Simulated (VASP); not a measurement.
# CuO in VASP: settings compared

CuO is run at these levels: BLYP, PBE, HSE06, PBE0; tasks: single point.

Program: VASP 6.6.1. These are calculated values, not measurements. Logs are shortened: lines on timing, memory, paths and dates and some standing lists are left out, and cuts for length are marked.

## 1. The cell of the first run

It takes space group F-43m (No. 216, cubic). Conventional cell: a = 4.559 Å, b = 4.559 Å, c = 4.559 Å, α = 90.00°, β = 90.00°, γ = 90.00°. Cu (site symmetry -43m) has 4 O at 1.97 Å within 2.6 Å. Within 2.6 Å of O (site symmetry -43m) lie 4 Cu at 1.97 Å.

## 2. Single point, BLYP

Contents of INCAR:

```
PREC = Accurate ; ENCUT = 1340
EDIFF = 1E-6 ; ISMEAR = -1
SIGMA = 0.05 ; LREAL = False
LASPH = True ; NELM = 120
ALGO = Normal ; ISIF = 2
LWAVE = False ; LCHARG = False
GGA = B5 ; ALDAX = 1.0
AGGAX = 1.0 ; AGGAC = 1.0
ALDAC = 0.0 ; NBANDS = 20
GGA_COMPAT = False
```

Contents of KPOINTS:

```
regular mesh
0
Gamma
  10 10 10
```

Contents of POSCAR:

```
CuO
1.0
    0.0000000000      2.2797444458      2.2797444458
    2.2797444458      0.0000000000      2.2797444458
    2.2797444458      2.2797444458      0.0000000000
Cu O
1 1
Direct
    0.0000000000      0.0000000000      0.0000000000
    0.2500000000      0.2500000000      0.2500000000
```

Potentials or basis: VASP PAW PBE potentials, release 64 (Cu_sv_GW, O_h).

Command:

```sh
cat potpaw_PBE.64/Cu_sv_GW/POTCAR potpaw_PBE.64/O_h/POTCAR > POTCAR
mpirun -np 1 vasp_std > vasp.out
```

OUTCAR:

```text
PREC = Accurate
   ENCUT = 1340
   EDIFF = 1E-6
   ISMEAR = -1
   LREAL = False
   LASPH = True
   NELM = 120
   ISIF = 2
   GGA = B5

 ion  position               nearest neighbor table
   1  0.000  0.000  0.000-   2 1.97   2 1.97   2 1.97   2 1.97
   2  0.250  0.250  0.250-   1 1.97   1 1.97   1 1.97   1 1.97

  LATTYP: Found a face centered cubic cell.
 ALAT       =     4.5594888916

  Lattice vectors:

 A1 = (   0.0000000000,   2.2797444458,   2.2797444458)
 A2 = (   2.2797444458,   0.0000000000,   2.2797444458)
 A3 = (   2.2797444458,   2.2797444458,   0.0000000000)

Analysis of symmetry for initial positions (statically):
=====================================================================
 Subroutine PRICEL returns:
 Original cell was already a primitive cell.

 Routine SETGRP: Setting up the symmetry group for a
 face centered cubic supercell.

 Subroutine GETGRP returns: Found 24 space group operations
 (whereof 24 operations were pure point group operations)
 out of a pool of 48 trial point group operations.

The static configuration has the point symmetry T_d .

Analysis of symmetry for dynamics (positions and initial velocities):
=====================================================================
 Subroutine PRICEL returns:
 Original cell was already a primitive cell.

 Routine SETGRP: Setting up the symmetry group for a
 face centered cubic supercell.

 Subroutine GETGRP returns: Found 24 space group operations
 (whereof 24 operations were pure point group operations)
 out of a pool of 48 trial point group operations.

The dynamic configuration has the point symmetry T_d .

 Subroutine INISYM returns: Found 24 space group operations
 (whereof 24 operations are pure point group operations),
 and found     1 'primitive' translations

----------------------------------------------------------------------------------------

                                     Primitive cell

  volume of cell :      23.6967

  direct lattice vectors                    reciprocal lattice vectors
     0.000000000  2.279744446  2.279744446    -0.219322828  0.219322828  0.219322828
     2.279744446  0.000000000  2.279744446     0.219322828 -0.219322828  0.219322828
     2.279744446  2.279744446  0.000000000     0.219322828  0.219322828 -0.219322828

  length of vectors
     3.224045514  3.224045514  3.224045514     0.379878282  0.379878282  0.379878282

  position of ions in fractional coordinates (direct lattice)
     0.000000000  0.000000000  0.000000000
     0.250000000  0.250000000  0.250000000

  ion indices of the primitive-cell ions
   primitive index   ion index
                 1           1
                 2           2

----------------------------------------------------------------------------------------

 KPOINTS: regular mesh

Automatic generation of k-mesh.
 Grid dimensions read from file:
 generate k-points for:   10   10   10

 Generating k-lattice:

  Cartesian coordinates                     Fractional coordinates (reciprocal lattice)
    -0.021932283  0.021932283  0.021932283     0.100000000  0.000000000  0.000000000
     0.021932283 -0.021932283  0.021932283     0.000000000  0.100000000  0.000000000
     0.021932283  0.021932283 -0.021932283     0.000000000  0.000000000  0.100000000

  Length of vectors
     0.037987828  0.037987828  0.037987828

  Shift w.r.t. Gamma in fractional coordinates (k-lattice)
     0.000000000  0.000000000  0.000000000

 Subroutine IBZKPT returns following result:
 ===========================================

 Found     47 irreducible k-points:

 Following reciprocal coordinates:
            Coordinates               Weight
  0.000000  0.000000  0.000000      1.000000
  0.100000  0.000000  0.000000      8.000000
  0.200000  0.000000  0.000000      8.000000
  0.300000  0.000000  0.000000      8.000000
  0.400000  0.000000  0.000000      8.000000
  0.500000  0.000000  0.000000      4.000000
[... 16 lines left out ...]
  0.300000  0.300000  0.000000      6.000000
  0.400000  0.300000  0.000000     24.000000
 [... further k-points ...]
   k-points           NKPTS =     47   k-points in BZ     NKDIM =     47   number of bands    NBANDS=     20
   number of dos      NEDOS =    301   number of ions     NIONS =      2
   total plane-waves  NPLWV =  64000
   dimension x,y,z NGX =    40 NGY =   40 NGZ =   40
   dimension x,y,z NGXF=    80 NGYF=   80 NGZF=   80
   ions per type =               1   1
   NGX,Y,Z   is equivalent  to a cutoff of  20.63, 20.63, 20.63 a.u.
   NGXF,Y,Z  is equivalent  to a cutoff of  41.25, 41.25, 41.25 a.u.
 SYSTEM =  unknown system
   PREC   = accura    normal or accurate (medium, high low for compatibility)
   ISTART =      0    job   : 0-new  1-cont  2-samecut
   ICHARG =      2    charge: 1-file 2-atom 10-const
   ISPIN  =      1    spin polarized calculation?
   LNONCOLLINEAR =      F non collinear calculations
   LSORBIT =      F    spin-orbit coupling
   LASPH  =      T    aspherical Exc in radial PAW
   ENCUT  = 1340.0 eV  98.49 Ry    9.92 a.u.   9.62  9.62  9.62*2*pi/ulx,y,z
   NELM   =    120;   NELMIN=  2; NELMDL= -5     # of ELM steps
   EDIFF  = 0.1E-05   stopping-criterion for ELM
   LREAL  =      F    real-space projection
   EDIFFG = 0.1E-04   stopping-criterion for IOM
   NSW    =      0    number of steps for IOM
   IBRION =     -1    ionic relax: 0-MD 1-quasi-New 2-CG
   NFREE  =      0    steps in history (QN), initial steepest desc. (CG)
   ISIF   =      2    stress and relaxation
   ISYM   =      2    0-nonsym 1-usesym 2-fastsym
   POTIM  = 0.5000    time-step for ionic-motion
   TEBEG  =    0.0;   TEEND  =   0.0 temperature during run
   PSTRESS=    0.0 pullay stress
   NELECT =      25.0000    total number of electrons
   NUPDOWN=      -1.0000    fix difference up-down
   EMIN   =  10.00;   EMAX   =-10.00  energy-range for DOS
   EFERMI =   0.00;   METHOD = LEGACY
   ISMEAR =    -1;   SIGMA  =   0.05  broadening in eV -4-tet -1-fermi 0-gaus
   EFERMI_NEDOS =   21; number of points for ismear=-14 and -15
   IALGO  =     38    algorithm
   IMIX   =      4    mixing-type and parameters
     AMIX     =   0.40;   BMIX     =  1.00
     AMIX_MAG =   1.60;   BMIX_MAG =  1.00
  volume/ion in A,a.u.               =      11.85        79.96
  Fermi-wavevector in a.u.,A,eV,Ry     =   1.666577  3.149374 37.789886  2.777478
  Thomas-Fermi vector in A             =   2.752749
   LORBIT       =      0    0 simple, 1 ext, 2 COOP (PROOUT), +10 PAW based schemes
   GGA     = B5    functional components
   LHFCALC =     F    Hartree Fock is set to
   AEXX    =    0.0000 exact exchange contribution
   IVDW    =     0    specifies the selected vdW correction
   LEPSILON=     F    determine dielectric tensor
   LRPA    =     F    only Hartree local field effects (RPA)
 non-spin polarized calculation
  energy-cutoff  :     1340.00
  volume of cell :       23.70
 maximum number of plane-waves:      2685
   NGX = 19   NGY = 19   NGZ = 19

 number of electron      24.9999999 magnetization

 Free energy of the ion-electron system (eV)
  ---------------------------------------------------
  ext. energy  EPLUGINS =         0.00000000
  ---------------------------------------------------
  free energy    TOTEN  =        -8.95122112 eV

  energy without entropy =       -8.92866204  energy(sigma->0) =       -8.93994158

 E-fermi :   4.3773     XC(G=0): -10.7632

 val. band max:        4.3616588275   @ k =   0.5000   0.0000   0.0000
 cond. band min:       4.3802104590   @ k =  -0.1000   0.1000   0.0000
 fundamental gap:      0.0185516315
 Fermi energy:         4.3772968078

 k-point     1 :       0.0000    0.0000    0.0000
  band No.  band energies     occupation
      1    -107.1733      2.00000
      2     -64.8348      2.00000
      3     -64.8348      2.00000
      4     -64.8348      2.00000
      5     -14.2396      2.00000
      6      -0.3556      2.00000
[... 12 lines left out ...]
     19      25.4662      0.00000
     20      25.5075      0.00000

 k-point     2 :       0.1000    0.0000    0.0000
  band No.  band energies     occupation
      1    -107.1733      2.00000
      2     -64.8354      2.00000
      3     -64.8349      2.00000
      4     -64.8349      2.00000
      5     -14.1833      2.00000
      6      -0.5035      2.00000
[... 12 lines left out ...]
     19      24.6638      0.00000
     20      24.6638      0.00000

 k-point     3 :       0.2000    0.0000    0.0000
  band No.  band energies     occupation
      1    -107.1731      2.00000
      2     -64.8369      2.00000
      3     -64.8352      2.00000
      4     -64.8352      2.00000
      5     -14.0329      2.00000
      6      -0.8271      2.00000
[... 12 lines left out ...]
     19      24.0488      0.00000
     20      24.0488      0.00000

 k-point     4 :       0.3000    0.0000    0.0000
  band No.  band energies     occupation
      1    -107.1730      2.00000
      2     -64.8388      2.00000
      3     -64.8355      2.00000
      4     -64.8355      2.00000
      5     -13.8410      2.00000
      6      -1.1302      2.00000
[... 12 lines left out ...]
     19      24.3567      0.00000
     20      24.3567      0.00000

 k-point     5 :       0.4000    0.0000    0.0000
  band No.  band energies     occupation
      1    -107.1729      2.00000
      2     -64.8403      2.00000
      3     -64.8357      2.00000
      4     -64.8357      2.00000
      5     -13.6807      2.00000
      6      -1.3109      2.00000
[... 12 lines left out ...]
     19      25.2698      0.00000
     20      25.2698      0.00000

 k-point     6 :       0.5000    0.0000    0.0000
  band No.  band energies     occupation
      1    -107.1729      2.00000
      2     -64.8409      2.00000
      3     -64.8358      2.00000
      4     -64.8358      2.00000
      5     -13.6182      2.00000
      6      -1.3654      2.00000
[... 12 lines left out ...]
     19      25.8348      0.00000
     20      25.8348      0.00000

 k-point     7 :       0.1000    0.1000    0.0000
  band No.  band energies     occupation
      1    -107.1733      2.00000
      2     -64.8354      2.00000
      3     -64.8350      2.00000
      4     -64.8350      2.00000
      5     -14.1646      2.00000
      6      -0.5539      2.00000
[... 12 lines left out ...]
     19      26.2977      0.00000
     20      26.2984      0.00000
[... 277 lines left out ...]
 k-point    20 :      -0.4000    0.2000    0.0000
  band No.  band energies     occupation
      1    -107.1728      2.00000
      2     -64.8402      2.00000
      3     -64.8373      2.00000
      4     -64.8361      2.00000
      5     -13.5433      2.00000
      6      -1.0222      2.00000
[... 12 lines left out ...]
     19      25.8576      0.00000
     20      27.3702      0.00000

 k-point    21 :      -0.3000    0.2000    0.0000
  band No.  band energies     occupation
      1    -107.1729      2.00000
      2     -64.8395      2.00000
      3     -64.8372      2.00000
      4     -64.8358      2.00000
      5     -13.6287      2.00000
      6      -1.0256      2.00000
[... 12 lines left out ...]
     19      24.1171      0.00000
     20      27.5769      0.00000

 k-point    22 :      -0.2000    0.2000    0.0000
  band No.  band energies     occupation
      1    -107.1730      2.00000
      2     -64.8385      2.00000
      3     -64.8366      2.00000
      4     -64.8355      2.00000
      5     -13.7777      2.00000
      6      -1.0456      2.00000
[... 12 lines left out ...]
     19      24.0149      0.00000
     20      27.6559      0.00000

 k-point    23 :       0.3000    0.3000    0.0000
  band No.  band energies     occupation
      1    -107.1730      2.00000
      2     -64.8387      2.00000
      3     -64.8364      2.00000
      4     -64.8364      2.00000
      5     -13.7158      2.00000
      6      -1.2989      2.00000
[... 12 lines left out ...]
     19      27.7939      0.00000
     20      28.9562      0.00000

 k-point    24 :       0.4000    0.3000    0.0000
  band No.  band energies     occupation
      1    -107.1729      2.00000
      2     -64.8396      2.00000
      3     -64.8368      2.00000
      4     -64.8367      2.00000
      5     -13.5926      2.00000
      6      -1.3514      2.00000
[... 12 lines left out ...]
     19      27.5724      0.00000
     20      29.1150      0.00000

 [... further k-points ...]

------------------------ aborting loop because EDIFF is reached ----------------------------------------

  FORCE on cell =-STRESS in cart. coord.  units (eV):
  Direction    XX          YY          ZZ          XY          YZ          ZX
  --------------------------------------------------------------------------------------
  -------------------------------------------------------------------------------------
  Total        0.2760687      0.2760687      0.2760687     -0.0000000      0.0000000     -0.0000000
  in kB       18.6654872     18.6654872     18.6654872     -0.0000000      0.0000000     -0.0000000
  external PRESSURE =      18.6654872 kB  Pullay stress =       0.0000000 kB

 VOLUME and BASIS-vectors are now :
 -----------------------------------------------------------------------------
  energy-cutoff  :     1340.00
  volume of cell :       23.70
      direct lattice vectors                 reciprocal lattice vectors
     0.000000000  2.279744446  2.279744446    -0.219322828  0.219322828  0.219322828
     2.279744446  0.000000000  2.279744446     0.219322828 -0.219322828  0.219322828
     2.279744446  2.279744446  0.000000000     0.219322828  0.219322828 -0.219322828

 POSITION                                       TOTAL-FORCE (eV/Angst)
 -----------------------------------------------------------------------------------
      0.00000      0.00000      0.00000        -0.000000     -0.000000     -0.000000
      1.13987      1.13987      1.13987         0.000000      0.000000      0.000000
 -----------------------------------------------------------------------------------
    total drift:                                0.000000      0.000000      0.000000

  FREE ENERGIE OF THE ION-ELECTRON SYSTEM (eV)
  ---------------------------------------------------
  free  energy   TOTEN  =        -8.9512211238 eV

  energy  without entropy=       -8.9286620433  energy(sigma->0) =       -8.93994158
```

Wall time 1.8 min (1 thread of Intel Xeon Platinum 8375C at 2.90GHz (Ice Lake), shared host); peak memory 0.32 GiB.

What came out:

```
Free energy            : -8.9512 eV
Pressure               : 1.9 GPa
Band gap on the k mesh : zero (an odd number of electrons rules out a gap without spin polarisation)
```

Caveat: the PAW data sets were made with another functional, which shifts forces and pressure a little; an odd number of electrons without spin polarisation forces a metal; a magnetic or distorted state may lie lower; semilocal functionals often make such compounds metallic where correlation or magnetic order opens a gap, which also shifts bond lengths.

(Continued in part 2 of 3.)

The gap in the log of VASP goes by the Fermi energy; the results here count the filled bands.